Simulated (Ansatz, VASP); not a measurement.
# BAs, level by level in two programs

```
As B
1.0
     0.00000    2.41993    2.41993
     2.41993    0.00000    2.41993
     2.41993    2.41993    0.00000
As B
1 1
Direct
  0.75000 0.75000 0.75000
  0.00000 0.00000 0.00000
```

Single points on this cell with VASP 6.6.1 and Ansatz 0.2.0. Each row is one pair of runs. Alike in all rows: spin: off; k mesh: 10 × 10 × 10; smearing: fermi-dirac, width 0.05 eV.

```tsv
level	VASP's potentials, cutoff	Ansatz's potentials, cutoff	gap on the k mesh at the Fermi level (eV), VASP	gap on the k mesh at the Fermi level (eV), Ansatz	least direct gap on the mesh (eV), VASP	least direct gap on the mesh (eV), Ansatz	pressure (GPa), VASP	pressure (GPa), Ansatz
RPBE	VASP PAW PBE potentials, release 64 (As, B), 520 eV	Ansatz PAW, 420 eV	1.25	1.26	3.23	3.24	0.6	0.1
revPBE+D3(BJ)	VASP PAW PBE potentials, release 64 (As, B), 520 eV	Ansatz PAW, 420 eV	1.24	1.25	3.23	3.23	-7.2	-7.6
BLYP+D4	VASP PAW PBE potentials, release 64 (As, B), 520 eV	Ansatz PAW, 420 eV	1.44	1.44	3.32	3.32	-5.0	-5.8
LDA	VASP PAW LDA potentials, release 64 (As, B), 520 eV	JTH PAW LDA, 1350 eV	1.16	1.16	3.20	3.20	-7.9	-8.7
r2SCAN+rVV10	VASP PAW PBE potentials, release 64 (As, B), 520 eV	Ansatz PAW, 500 eV	1.37	1.37	3.39	3.39	-5.0	-5.4
LDA	VASP PAW LDA potentials, release 64 (As, B), 520 eV	Ansatz PAW, 420 eV	1.16	1.16	3.20	3.20	-7.9	-8.6
RPBE+D4	VASP PAW PBE potentials, release 64 (As, B), 520 eV	Ansatz PAW, 420 eV	1.25	1.26	3.23	3.24	-8.7	-9.2
PBE exchange alone	VASP PAW PBE potentials, release 64 (As, B), 520 eV	Ansatz PAW, 420 eV	1.44	1.44	3.30	3.30	12.0	11.3
```

Gap on the k mesh at the fermi level (eV): the two programs differ by at most 0.009; least direct gap on the mesh (eV): the two programs differ by at most 0.007; pressure (GPa): the two programs differ by at most 0.77.

VASP's potentials hold 8 valence electrons a cell and Ansatz's 18, so a difference there can come from the potentials and not from the codes.
